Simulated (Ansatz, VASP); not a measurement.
Two plane-wave programs on HPbNO4

INCAR

```
PREC = Accurate
ENCUT = 520
EDIFF = 1E-6
ISMEAR = -1
SIGMA = 0.05
LREAL = F
LASPH = T
NELM = 80
ALGO = Normal
ISIF = 2
LWAVE = F
LCHARG = F
GGA = PE
NBANDS = 31
```

KPOINTS

```
Automatic mesh
0
Gamma
  5 4 4
```

Contents of POSCAR:

```
HPbNO4
1.0
    3.8540400000      0.1438400000      0.0901200000
   -0.2532000000      5.5269800000      0.1647100000
   -0.4819700000     -1.9272000000      5.7202500000
H Pb N O
1 1 1 4
Direct
    0.1091300000      0.6571800000      0.5446300000
    0.6102900000      0.5212700000      0.1510000000
    0.9158000000      0.9626300000      0.9586700000
    0.0138400000      0.1363900000      0.8808400000
    0.7239800000      0.0105700000      0.1285800000
    0.0038900000      0.7373200000      0.8704300000
    0.1192700000      0.5932400000      0.3765100000
```

Contents of input.yaml:

```yaml
crystal:
  lattice:
    - [3.85404, 0.14384, 0.09012]
    - [-0.2532, 5.52698, 0.16471]
    - [-0.48197, -1.9272, 5.72025]
  atoms:
    - { symbol: H, position: [0.10913, 0.65718, 0.54463] }
    - { symbol: Pb, position: [0.61029, 0.52127, 0.151] }
    - { symbol: "N", position: [0.9158, 0.96263, 0.95867] }
    - { symbol: O, position: [0.01384, 0.13639, 0.88084] }
    - { symbol: O, position: [0.72398, 0.01057, 0.12858] }
    - { symbol: O, position: [0.00389, 0.73732, 0.87043] }
    - { symbol: O, position: [0.11927, 0.59324, 0.37651] }
hamiltonian:
  xc: pbe
  pseudopotentials: { kind: paw }
kpoints:
  mp_grid: { grid: [5, 4, 4] }
scf:
  occupations: { method: fermi_dirac, width: 0.05 }
  n_extra_bands: 28
output:
  eigenvalues: true
  optics: { e_range: [0, 14], sigma: 0.05, nscf_kmesh: { grid: [7, 6, 6] } }
```

Alike in both runs: functional PBE; k mesh 5 × 4 × 4; occupations fermi-dirac, width 0.05 eV; no spin polarisation.

```csv
,VASP,Ansatz
version,VASP 6.6.1,Ansatz 0.2.0
potentials or method,"VASP PAW PBE potentials, release 64 (H, Pb_d, N, O)",Ansatz PAW
plane-wave cutoff (eV),520,420
valence electrons in the cell,44,44
task,single point,optical spectrum
```

|  | VASP | Ansatz | Ansatz less VASP |
| --- | --- | --- | --- |
| gap on the k mesh at the Fermi level (eV) | 3.12 | 3.14 | +0.023 |
| least direct gap on the mesh (eV) | 3.19 | 3.22 | +0.025 |

Neither program's run includes spin-orbit coupling. Noted on VASP's run: the standard files for N, O and F lose accuracy on very short bonds. Noted on Ansatz's run: odd divisions of the mesh miss points on the zone boundary, where band edges often lie, so the gap on the mesh can be too wide.
